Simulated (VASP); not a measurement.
A run of VASP 6.6.1 is set up as follows.

The input INCAR:

```
SYSTEM = GaN
ALGO = Normal
EDIFF = 1E-6
ENCUT = 520
GGA = PS
ISIF = 2
ISMEAR = 0
LASPH = .True.
LCHARG = .True.
LELF = .True.
LREAL = .False.
LVHAR = .True.
LWAVE = .False.
NBANDS = 16
NELM = 60
PREC = Accurate
SIGMA = 0.01
```

Contents of KPOINTS:

```
k-points
0
Gamma
  10 10 10
  0 0 0
```

Contents of POSCAR:

```
GaN
1.0
    2.2233499105      2.2233499105      0.0000000000
   -2.2233499105      2.2233499105      0.0000000000
    0.0000000000      2.2233499105      2.2233499105
Ga N
1 1
Direct
    0.0000000000      0.0000000000      0.0000000000
    0.2500000000      0.7500000000      0.5000000000
```

Potentials or basis: VASP PAW PBE potentials, release 64 (Ga_d, N).

Command:

```bash
$ cat potpaw_PBE.64/Ga_d/POTCAR potpaw_PBE.64/N/POTCAR > POTCAR
$ mpirun -np 1 vasp_std > vasp.out
```

(1) Predict the pressure.

(2) Predict the band gap on the k mesh.

## Answers

(1) 6.8 GPa.

(2) 1.94 eV, direct.

Caveat: the PAW data sets were made with another functional, which shifts forces and pressure a little.
